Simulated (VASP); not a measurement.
In, 2 atoms in the cell. Symmetry: I4_1/amd, No. 141, tetragonal system. Conventional cell: a = 6.007 Å, b = 6.007 Å, c = 3.189 Å, α = 90.00°, β = 90.00°, γ = 90.00°. Within 4.1 Å of In (site symmetry -4m2) lie 10 In at 3.11 to 3.84 Å. 

- Program: VASP 6.6.1
- Task: single point
- Functional: PBE
- Potentials or basis: VASP PAW PBE potentials, release 64 (In_d)
- Cutoff: 520 eV
- k mesh: 13 × 13 × 13
- Occupations: fermi-dirac, width 0.05 eV
- Spin: no spin polarisation
- Dipole correction: no
- Further INCAR settings: ALGO = Normal; EDIFF = 1e-06; NBANDS = 20

Potentials or basis: VASP PAW PBE potentials, release 64 (In_d).

Run with:

```console
$ cat potpaw_PBE.64/In_d/POTCAR > POTCAR
$ mpirun -np 1 vasp_std > vasp.out
```

Hardware: 1 thread of Intel(R) Xeon(R) 6975P-C (Granite Rapids), with other jobs on the host.

Estimate the wall time of this run.

Wall time 74 s on 1 thread of Intel(R) Xeon(R) 6975P-C (Granite Rapids), on a shared host, peak memory 0.32 GiB. Counts: scf iterations 11, k points 196.
